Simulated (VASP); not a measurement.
Set up this calculation in VASP 6.6.1, as the native input.

```yaml
Task: single point
Functional: PBE
Potentials_or_basis: VASP PAW PBE potentials, release 64 (W_sv, S)
Cutoff: 400 eV
k_mesh: 9 × 9 × 2
Occupations: gaussian, width 0.03 eV
Spin: no spin polarisation
Tolerance_level: tight
Purpose: restart
Start: from scratch
Further_INCAR_settings: ALGO = Normal; EDIFF = 1e-06
```

The structure of WS2 lies in POSCAR:

```
WS2
1.0
    3.1800000000      0.0000000000      0.0000000000
   -1.5900000000      2.7539607840      0.0000000000
    0.0000000000      0.0000000000     12.5000000000
W S
2 4
Direct
    0.6666666667      0.3333333333      0.7500000000
    0.3333333333      0.6666666667      0.2500000000
    0.6666666667      0.3333333333      0.3750000000
    0.3333333333      0.6666666667      0.8750000000
    0.6666666667      0.3333333333      0.1250000000
    0.3333333333      0.6666666667      0.6250000000
```

The input as run:

INCAR

```
  ALGO = Normal
  EDIFF = 1E-6
  EFERMI = MIDGAP
  ENCUT = 400
  GGA = PE
  GGA_COMPAT = F
  ISIF = 2
  ISMEAR = 0
  LASPH = T
  LCHARG = F
  LREAL = F
  LWAVE = F
  NELM = 120
  PREC = Accurate
  SIGMA = 0.03
```

KPOINTS

```
k-points
0
Gamma
  9 9 2
```

Potentials or basis: VASP PAW PBE potentials, release 64 (W_sv, S).

Launch:

```bash
$ cat potpaw_PBE.64/W_sv/POTCAR potpaw_PBE.64/S/POTCAR > POTCAR
$ mpirun -np 1 vasp_std > vasp.out
```

It gave:

```json
{
 "Pressure": "2.2 GPa",
 "Largest force": "0.134 eV/Å",
 "Band gap on the k mesh": "1.16 eV (least direct gap 1.74 eV)"
}
```

Caveat: spin-orbit coupling is left out, which moves the levels of the heavy elements; an odd mesh through Γ misses points on the zone boundary, where band edges can lie; this functional lacks dispersion, which binds the layers, so the pressure and a relaxed spacing across them are unreliable.

Wall time 46 s on 1 thread of AMD EPYC 9R45 (Zen 5), on a shared host, peak memory 0.19 GiB.
